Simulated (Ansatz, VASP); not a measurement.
## Zn: VASP beside Ansatz

INCAR

```
SYSTEM = Zn
PREC = Accurate
ENCUT = 520
EDIFF = 1E-6
ISMEAR = 0
SIGMA = 0.02
LREAL = .FALSE.
LASPH = .TRUE.
NELM = 100
ALGO = Normal
ISIF = 2
LWAVE = .FALSE.
LCHARG = .FALSE.
NBANDS = 12
```

File KPOINTS:

```
regular mesh
0
G
  12 12 12
  0 0 0
```

POSCAR

```
Zn
1.0
   -1.5690370000      1.5690370000      1.5690370000
    1.5690370000     -1.5690370000      1.5690370000
    1.5690370000      1.5690370000     -1.5690370000
Zn
1
Direct
    0.0000000000      0.0000000000      0.0000000000
```

Contents of input.yaml:

```yaml
crystal:
  lattice:
    - [-1.569037, 1.569037, 1.569037]
    - [1.569037, -1.569037, 1.569037]
    - [1.569037, 1.569037, -1.569037]
  atoms:
    - { symbol: Zn, position: [0.0, 0.0, 0.0] }
kpoints:
  mp_grid: { grid: [12, 12, 12] }
scf:
  occupations: { method: gaussian, width: 0.02 }
hamiltonian:
  xc: lda
  pseudopotentials: { kind: all_electron, lapw: { basis_error: 0.001 } }
output:
  forces: true
  stress: true
  eigenvalues: true
```

Alike in both runs: task single point; functional LDA; k mesh 12 × 12 × 12; occupations gaussian, width 0.02 eV; no spin polarisation.

|  | VASP | Ansatz |
| --- | --- | --- |
| version | VASP 6.6.1 | Ansatz 0.2.0 |
| potentials or method | VASP PAW LDA potentials, release 64 (Zn), cutoff 520 eV | all-electron LAPW, scalar-relativistic |

Ansatz gave:

```
gap on the k mesh at the Fermi level (eV) : none
pressure (GPa)                            : -8.3
```

What did VASP give for the same quantities?

gap on the k mesh at the Fermi level (eV): none; pressure (GPa): -7.9.

LDA's correlation is that of Perdew and Zunger in VASP and of Perdew and Wang (1992) in Ansatz. A gap of «none» marks a metal or a gap that the smearing closes. Ansatz ran all-electron here, and VASP with PAW potentials.
